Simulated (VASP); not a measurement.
H: single point with LDA

The system is H, in a box.

```
CELL_PARAMETERS angstrom
10.50000 0.00000 0.00000
0.00000 11.00000 0.00000
0.00000 0.00000 11.50000
ATOMIC_POSITIONS crystal
H 0.50000 0.50455 0.50000
```

```
Program                : VASP 6.6.1
Task                   : single point
Functional             : LDA
Potentials or basis    : VASP PAW LDA potentials, release 64 (H)
Cutoff                 : 400 eV
k mesh                 : 1 × 1 × 1
Occupations            : gaussian, width 0.005 eV
Spin                   : collinear spin
Starting moments       : [1.1] μB
Dipole correction      : no
Further INCAR settings : ALGO = Normal; EDIFF = 1e-06; NBANDS = 10; NELMDL = -8
```

```
Gap between the frontier levels                       : 4.92 eV
Net moment                                            : 1.00 μB per cell
Site moments                                          : H +0.36 μB
Valence electrons inside the program's atomic spheres : H 0.36
```

Levels at points of the mesh, in eV from the valence-band top:
Spin up:
| k point | band 1 | band 2 | band 3 | band 4 | band 5 |
| --- | --- | --- | --- | --- | --- |
| (0.00, 0.00, 0.00) | 0.00 | 7.17 | 7.99 | 8.06 | 8.14 |
Spin down:
```csv
k point,band 1,band 2,band 3,band 4
"(0.00, 0.00, 0.00)",4.92,7.34,8.17,8.26
```

Run time: 26 s on 1 thread of Intel(R) Xeon(R) 6975P-C (Granite Rapids), on a shared host, peak memory 0.63 GiB.
